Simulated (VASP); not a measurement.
Runs of VASP 6.6.1 on SiAu3. The structure is that of space group Fm-3m (No. 225), or close to it. The cells are those of the table. 

```csv
cell,gap on the mesh (eV),pressure (GPa)
"a = 4.552 Å, angles 60.0°, 4 atoms",none,4.7
"a = 4.738 Å, angles 60.0°, 4 atoms",none,-8.9
"a = 4.584 Å, angles 60.0°, 4 atoms",none,1.6
"a = 4.708 Å, angles 60.0°, 4 atoms",none,(a)
"a = 4.678 Å, angles 60.0°, 4 atoms",none,-5.6
"a = 4.647 Å, angles 60.0°, 4 atoms",none,-3.5
"a = 4.616 Å, angles 60.0°, 4 atoms",none,(b)
```

Alike in all rows: task single point; level r2SCAN; potentials or basis VASP PAW PBE potentials, release 64 (Si, Au); no spin polarisation; k mesh 6 × 6 × 6; cutoff (eV) 520; smearing methfessel-paxton 0.2 eV.

Q: Estimate the missing entries.

A: (a) -7.3; (b) -1.2.

Caveats: the PAW data sets were made with another functional, which shifts forces and pressure a little; spin-orbit coupling is left out, which moves the levels of the heavy elements; the cell stands under tension (at least some runs); the cell stands under pressure (at least some runs).

A k mesh can miss the band edges, and the runs leave out spin-orbit coupling on Au.

A gap of «none» marks levels without a gap at the run's occupations.
